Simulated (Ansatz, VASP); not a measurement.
**One calculation of AlN, two programs**

```
Al N
1.0
     0.00159    3.94791    0.00374
     0.00342    0.00373    3.94583
     7.90080    0.00322    0.00690
Al N
6 6
Direct
  0.49997 0.99987 0.25001
  0.50001 0.00013 0.75000
  0.99998 0.49981 0.24999
  0.00000 0.50019 0.75000
  0.50005 0.50000 0.50000
  0.49998 0.49999 0.00000
  0.99998 0.50000 0.99998
  0.00003 0.50002 0.50000
  0.50000 0.00001 0.00001
  0.50004 0.00000 0.50000
  0.99997 0.99979 0.25011
  0.00001 0.00020 0.74989
```

Change from the starting cell: cell x2, atoms moved at random (sigma 0.15 Å) and cell strained at random (1.5 %), then relaxed without symmetry.

Alike in both runs: functional PBE; k mesh 6 × 6 × 4; occupations gaussian, width 0.2 eV; no spin polarisation.

Ansatz relaxed the structure, and its values are those at the end. VASP's run is a single point on that final structure, the one shown.

|  | VASP | Ansatz |
| --- | --- | --- |
| version | VASP 6.6.1 | Ansatz 0.2.0 |
| potentials or method | VASP PAW PBE potentials, release 64 (Al, N), cutoff 520 eV | scalar-relativistic, plane waves, PAW |
| valence electrons in the cell | 48 | 48 |

Ansatz gave:

* gap on the k mesh at the Fermi level (eV): none
* pressure (GPa): 0.0

Q: Which values does VASP return?

A: gap on the k mesh at the Fermi level (eV): none; pressure (GPa): -0.3.

A gap of «none» marks a metal or a gap that the smearing closes.
